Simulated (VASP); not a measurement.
# SbO4 (P6/mmm) in VASP: further runs

Runs on SbO4. Level: PBE. Tasks: single point, relaxation of cell and atoms.

Program: VASP 6.6.1. These are calculated values, not measurements. Logs are shortened: lines on timing, memory, paths and dates and some standing lists are left out, and cuts for length are marked.

### Step 1. The cell of the first run

It takes space group P6/mmm (No. 191, hexagonal). Conventional cell: a = 4.300 Å, b = 4.300 Å, c = 3.653 Å, α = 90.00°, β = 90.00°, γ = 120.00°. Sb (site symmetry 6/mmm) has 24 O at 2.75 to 3.51 Å and 2 Sb at 3.65 Å within 3.7 Å. Within 1.8 Å of O (site symmetry 3m) lie 1 O at 1.31 Å.

The cell was generated, and may not be a known phase.

### Step 2. Single point, PBE

Input file INCAR:

```
SYSTEM = SbO4
ALGO = Normal
EDIFF = 1E-7
ENCUT = 520
GGA = PE
ISIF = 2
ISMEAR = 0
LASPH = .True.
LCHARG = .False.
LREAL = .False.
LWAVE = .False.
NBANDS = 22
NELM = 60
PREC = Accurate
SIGMA = 0.1
```

Input file KPOINTS:

```
k-points
0
Gamma
  6 6 4
  0 0 0
```

Input file POSCAR:

```
SbO4
1.0
    4.3003711848      0.0000000000      0.0000000000
   -2.1501855924      3.7242306917      0.0000000000
    0.0000000000      0.0000000000      3.6529090427
Sb O
1 4
Direct
    0.0000000000      0.0000000000      0.0000000000
    0.3333333333      0.6666666667      0.6792912700
    0.3333333333      0.6666666667      0.3207087300
    0.6666666667      0.3333333333      0.3207087300
    0.6666666667      0.3333333333      0.6792912700
```

Potentials or basis: VASP PAW PBE potentials, release 64 (Sb, O).

The run is started by

```console
cat potpaw_PBE.64/Sb/POTCAR potpaw_PBE.64/O/POTCAR > POTCAR
mpirun -np 1 vasp_std > vasp.out
```

OUTCAR:

```text
SYSTEM = SbO4
   EDIFF = 1E-7
   ENCUT = 520
   GGA = PE
   ISIF = 2
   ISMEAR = 0
   LASPH = .True.
   LREAL = .False.
   NELM = 60
   PREC = Accurate

 ion  position               nearest neighbor table
   1  0.000  0.000  0.000-   2 2.75   3 2.75   4 2.75   5 2.75   2 2.75   3 2.75   4 2.75   5 2.75
                             4 2.75   5 2.75   2 2.75   3 2.75
   2  0.333  0.667  0.679-   3 1.31   1 2.75   1 2.75   1 2.75
   3  0.333  0.667  0.321-   2 1.31   1 2.75   1 2.75   1 2.75
   4  0.667  0.333  0.321-   5 1.31   1 2.75   1 2.75   1 2.75
   5  0.667  0.333  0.679-   4 1.31   1 2.75   1 2.75   1 2.75

  LATTYP: Found a hexagonal cell.
 ALAT       =     4.3003711848
 C/A-ratio  =     0.8494404054

  Lattice vectors:

 A1 = (   4.3003711848,   0.0000000000,   0.0000000000)
 A2 = (  -2.1501855924,   3.7242306917,   0.0000000000)
 A3 = (   0.0000000000,   0.0000000000,   3.6529090427)

Analysis of symmetry for initial positions (statically):
=====================================================================
 Subroutine PRICEL returns:
 Original cell was already a primitive cell.

 Routine SETGRP: Setting up the symmetry group for a
 hexagonal supercell.

 Subroutine GETGRP returns: Found 24 space group operations
 (whereof 24 operations were pure point group operations)
 out of a pool of 24 trial point group operations.

The static configuration has the point symmetry D_6h.

Analysis of symmetry for dynamics (positions and initial velocities):
=====================================================================
 Subroutine PRICEL returns:
 Original cell was already a primitive cell.

 Routine SETGRP: Setting up the symmetry group for a
 hexagonal supercell.

 Subroutine GETGRP returns: Found 24 space group operations
 (whereof 24 operations were pure point group operations)
 out of a pool of 24 trial point group operations.

The dynamic configuration has the point symmetry D_6h.

 Subroutine INISYM returns: Found 24 space group operations
 (whereof 24 operations are pure point group operations),
 and found     1 'primitive' translations

----------------------------------------------------------------------------------------

                                     Primitive cell

  volume of cell :      58.5034

  direct lattice vectors                    reciprocal lattice vectors
     4.300371185  0.000000000  0.000000000     0.232538066  0.134255915  0.000000000
    -2.150185592  3.724230692  0.000000000     0.000000000  0.268511830  0.000000000
     0.000000000  0.000000000  3.652909043     0.000000000  0.000000000  0.273754421

  length of vectors
     4.300371185  4.300371185  3.652909043     0.268511830  0.268511830  0.273754421

  position of ions in fractional coordinates (direct lattice)
     0.000000000  0.000000000  0.000000000
     0.333333333  0.666666667  0.679291270
     0.333333333  0.666666667  0.320708730
     0.666666667  0.333333333  0.320708730
     0.666666667  0.333333333  0.679291270

  ion indices of the primitive-cell ions
   primitive index   ion index
                 1           1
                 2           2
                 3           3
                 4           4
                 5           5

----------------------------------------------------------------------------------------

 KPOINTS: k-points

Automatic generation of k-mesh.
 Grid dimensions read from file:
 generate k-points for:    6    6    4

 Generating k-lattice:

  Cartesian coordinates                     Fractional coordinates (reciprocal lattice)
     0.038756344  0.022375986  0.000000000     0.166666667  0.000000000  0.000000000
     0.000000000  0.044751972  0.000000000     0.000000000  0.166666667  0.000000000
     0.000000000  0.000000000  0.068438605     0.000000000  0.000000000  0.250000000

  Length of vectors
     0.044751972  0.044751972  0.068438605

  Shift w.r.t. Gamma in fractional coordinates (k-lattice)
     0.000000000  0.000000000  0.000000000

 Subroutine IBZKPT returns following result:
 ===========================================

 Found     21 irreducible k-points:

 Following reciprocal coordinates:
            Coordinates               Weight
  0.000000  0.000000  0.000000      1.000000
  0.166667  0.000000  0.000000      6.000000
  0.333333  0.000000  0.000000      6.000000
  0.500000  0.000000  0.000000      3.000000
  0.166667  0.166667  0.000000      6.000000
  0.333333  0.166667  0.000000     12.000000
[... 13 lines left out ...]
  0.333333  0.166667  0.500000     12.000000
  0.333333  0.333333  0.500000      2.000000
   k-points           NKPTS =     21   k-points in BZ     NKDIM =     21   number of bands    NBANDS=     22
   number of dos      NEDOS =    301   number of ions     NIONS =      5
   total plane-waves  NPLWV =  28672
   dimension x,y,z NGX =    32 NGY =   32 NGZ =   28
   dimension x,y,z NGXF=    64 NGYF=   64 NGZF=   56
   ions per type =               1   4
   NGX,Y,Z   is equivalent  to a cutoff of  12.37, 12.37, 12.74 a.u.
   NGXF,Y,Z  is equivalent  to a cutoff of  24.74, 24.74, 25.49 a.u.
 SYSTEM =  SbO4
   PREC   = accura    normal or accurate (medium, high low for compatibility)
   ISTART =      0    job   : 0-new  1-cont  2-samecut
   ICHARG =      2    charge: 1-file 2-atom 10-const
   ISPIN  =      1    spin polarized calculation?
   LNONCOLLINEAR =      F non collinear calculations
   LSORBIT =      F    spin-orbit coupling
   LASPH  =      T    aspherical Exc in radial PAW
   ENCUT  =  520.0 eV  38.22 Ry    6.18 a.u.   8.00  8.00  6.79*2*pi/ulx,y,z
   NELM   =     60;   NELMIN=  2; NELMDL= -5     # of ELM steps
   EDIFF  = 0.1E-06   stopping-criterion for ELM
   LREAL  =      F    real-space projection
   EDIFFG = 0.1E-05   stopping-criterion for IOM
   NSW    =      0    number of steps for IOM
   IBRION =     -1    ionic relax: 0-MD 1-quasi-New 2-CG
   NFREE  =      0    steps in history (QN), initial steepest desc. (CG)
   ISIF   =      2    stress and relaxation
   ISYM   =      2    0-nonsym 1-usesym 2-fastsym
   POTIM  = 0.5000    time-step for ionic-motion
   TEBEG  =    0.0;   TEEND  =   0.0 temperature during run
   PSTRESS=    0.0 pullay stress
   NELECT =      29.0000    total number of electrons
   NUPDOWN=      -1.0000    fix difference up-down
   EMIN   =  10.00;   EMAX   =-10.00  energy-range for DOS
   EFERMI =   0.00;   METHOD = LEGACY
   ISMEAR =     0;   SIGMA  =   0.10  broadening in eV -4-tet -1-fermi 0-gaus
   EFERMI_NEDOS =   21; number of points for ismear=-14 and -15
   IALGO  =     38    algorithm
   IMIX   =      4    mixing-type and parameters
     AMIX     =   0.40;   BMIX     =  1.00
     AMIX_MAG =   1.60;   BMIX_MAG =  1.00
  volume/ion in A,a.u.               =      11.70        78.96
  Fermi-wavevector in a.u.,A,eV,Ry     =   1.295628  2.448382 22.839451  1.678652
  Thomas-Fermi vector in A             =   2.427136
   LORBIT       =      0    0 simple, 1 ext, 2 COOP (PROOUT), +10 PAW based schemes
   GGA     = PE    functional components
   LHFCALC =     F    Hartree Fock is set to
   AEXX    =    0.0000 exact exchange contribution
   IVDW    =     0    specifies the selected vdW correction
   LEPSILON=     F    determine dielectric tensor
   LRPA    =     F    only Hartree local field effects (RPA)
 non-spin polarized calculation
 Gauss-broadening in eV      SIGMA  =   0.10
  energy-cutoff  :      520.00
  volume of cell :       58.50
 maximum number of plane-waves:      1596
 NGX is ok and might be reduce to    32
   NGX = 15   NGY = 15   NGZ = 13

 number of electron      28.9999999 magnetization

 Free energy of the ion-electron system (eV)
  ---------------------------------------------------
  ext. energy  EPLUGINS =         0.00000000
  ---------------------------------------------------
  free energy    TOTEN  =       -23.80627045 eV

  energy without entropy =      -23.78777902  energy(sigma->0) =      -23.79702474

 E-fermi :   5.8443     XC(G=0): -10.8824

 val. band max:        5.8316304515   @ k =   0.1667   0.1667   0.2500
 cond. band min:       5.8538528120   @ k =   0.5000   0.0000   0.5000
 fundamental gap:      0.0222223606
 Fermi energy:         5.8443260560

 k-point     1 :       0.0000    0.0000    0.0000
  band No.  band energies     occupation
      1     -19.3981      2.00000
      2     -18.2966      2.00000
      3      -9.0336      2.00000
      4      -7.7506      2.00000
      5      -5.2070      2.00000
      6      -2.0619      2.00000
[... 14 lines left out ...]
     21      14.7816      0.00000
     22      16.4689      0.00000

 k-point     2 :       0.1667    0.0000    0.0000
  band No.  band energies     occupation
      1     -19.3340      2.00000
      2     -18.3636      2.00000
      3      -8.9572      2.00000
      4      -7.8319      2.00000
      5      -5.1166      2.00000
      6      -2.3840      2.00000
[... 14 lines left out ...]
     21      14.7651      0.00000
     22      16.4424      0.00000

 k-point     3 :       0.3333    0.0000    0.0000
  band No.  band energies     occupation
      1     -19.1675      2.00000
      2     -18.5356      2.00000
      3      -8.7601      2.00000
      4      -8.0379      2.00000
      5      -4.9151      2.00000
      6      -3.1267      2.00000
[... 14 lines left out ...]
     21      14.7220      0.00000
     22      16.4908      0.00000

 k-point     4 :       0.5000    0.0000    0.0000
  band No.  band energies     occupation
      1     -19.0325      2.00000
      2     -18.6731      2.00000
      3      -8.5991      2.00000
      4      -8.2024      2.00000
      5      -4.7937      2.00000
      6      -3.4789      2.00000
[... 14 lines left out ...]
     21      14.6873      0.00000
     22      16.9242      0.00000

 k-point     5 :       0.1667    0.1667    0.0000
  band No.  band energies     occupation
      1     -19.2168      2.00000
      2     -18.4851      2.00000
      3      -8.8188      2.00000
      4      -7.9771      2.00000
      5      -4.9796      2.00000
      6      -2.8450      2.00000
[... 14 lines left out ...]
     21      14.7348      0.00000
     22      16.6517      0.00000

 k-point     6 :       0.3333    0.1667    0.0000
  band No.  band energies     occupation
      1     -19.0342      2.00000
      2     -18.6712      2.00000
      3      -8.6051      2.00000
      4      -8.1956      2.00000
      5      -4.8560      2.00000
      6      -3.3533      2.00000
[... 14 lines left out ...]
     21      14.6871      0.00000
     22      16.9440      0.00000

 k-point     7 :       0.3333    0.3333    0.0000
  band No.  band energies     occupation
      1     -18.8532      2.00000
      2     -18.8532      2.00000
      3      -8.4005      2.00000
      4      -8.4005      2.00000
      5      -4.8785      2.00000
      6      -3.2412      2.00000
[... 249 lines left out ...]
      6      -1.5636      2.00000
[... 14 lines left out ...]
     21      14.7943      0.00000
     22      16.1583      0.00000

 k-point    18 :       0.5000    0.0000    0.5000
  band No.  band energies     occupation
      1     -18.8513      2.00000
      2     -18.5207      2.00000
      3     -10.1261      2.00000
      4      -9.5652      2.00000
      5      -2.6567      2.00000
      6      -1.7312      2.00000
[... 14 lines left out ...]
     21      14.9005      0.00000
     22      16.3601      0.00000

 k-point    19 :       0.1667    0.1667    0.5000
  band No.  band energies     occupation
      1     -19.0191      2.00000
      2     -18.3455      2.00000
      3     -10.4958      2.00000
      4      -9.2307      2.00000
      5      -2.2093      2.00000
      6      -1.7594      2.00000
[... 14 lines left out ...]
     21      14.8385      0.00000
     22      16.0849      0.00000

 k-point    20 :       0.3333    0.1667    0.5000
  band No.  band energies     occupation
      1     -18.8530      2.00000
      2     -18.5191      2.00000
      3     -10.1444      2.00000
      4      -9.5396      2.00000
      5      -2.7329      2.00000
      6      -2.1097      2.00000
[... 14 lines left out ...]
     21      15.0657      0.00000
     22      16.2990      0.00000

 k-point    21 :       0.3333    0.3333    0.5000
  band No.  band energies     occupation
      1     -18.6873      2.00000
      2     -18.6873      2.00000
      3      -9.8308      2.00000
      4      -9.8308      2.00000
      5      -2.9600      2.00000
      6      -2.3318      2.00000
[... 14 lines left out ...]
     21      15.8505      0.00000
     22      15.8505      0.00000

------------------------ aborting loop because EDIFF is reached ----------------------------------------

  FORCE on cell =-STRESS in cart. coord.  units (eV):
  Direction    XX          YY          ZZ          XY          YZ          ZX
  --------------------------------------------------------------------------------------
  -------------------------------------------------------------------------------------
  Total       -0.2767352     -0.2767352      1.0108113      0.0000000     -0.0000000      0.0000000
  in kB       -7.5786809     -7.5786809     27.6821178      0.0000000     -0.0000000      0.0000000
  external PRESSURE =       4.1749186 kB  Pullay stress =       0.0000000 kB

 VOLUME and BASIS-vectors are now :
 -----------------------------------------------------------------------------
  energy-cutoff  :      520.00
  volume of cell :       58.50
      direct lattice vectors                 reciprocal lattice vectors
     4.300371185  0.000000000  0.000000000     0.232538066  0.134255915  0.000000000
    -2.150185592  3.724230692  0.000000000     0.000000000  0.268511830  0.000000000
     0.000000000  0.000000000  3.652909043     0.000000000  0.000000000  0.273754421

 POSITION                                       TOTAL-FORCE (eV/Angst)
 -----------------------------------------------------------------------------------
      0.00000      0.00000      0.00000        -0.000000     -0.000000      0.000000
     -0.00000      2.48282      2.48139         0.000000     -0.000000      0.476198
     -0.00000      2.48282      1.17152         0.000000     -0.000000     -0.476198
      2.15019      1.24141      1.17152        -0.000000     -0.000000     -0.476198
      2.15019      1.24141      2.48139        -0.000000      0.000000      0.476198
 -----------------------------------------------------------------------------------
    total drift:                               -0.000000      0.000000      0.000000

  FREE ENERGIE OF THE ION-ELECTRON SYSTEM (eV)
  ---------------------------------------------------
  free  energy   TOTEN  =       -23.8062704525 eV

  energy  without entropy=      -23.7877790180  energy(sigma->0) =      -23.79702474
```

It took 10 s on 1 thread of Intel Xeon 6975P-C (Granite Rapids), shared host; peak memory 0.18 GiB.

Results:

```
Free energy            : -23.8063 eV
Pressure               : 0.4 GPa
Largest force          : 0.476 eV/Å
Band gap on the k mesh : zero (an odd number of electrons rules out a gap without spin polarisation)
```

Forces on the atoms (eV/Å):
```
Sb   0.000  0.000  0.000
O    0.000  0.000  0.476
O    0.000  0.000 -0.476
O    0.000  0.000 -0.476
O    0.000  0.000  0.476
```

Caveat: the k points lie up to 0.43 Å⁻¹ apart, too coarse for converged energies and pressures of a metal; spin-orbit coupling is left out, which moves the levels of the heavy elements; an odd number of electrons without spin polarisation forces a metal; a magnetic or distorted state may lie lower.

[end of part 1 of 2]

The gap in the log of VASP goes by the Fermi energy; the results here count the filled bands.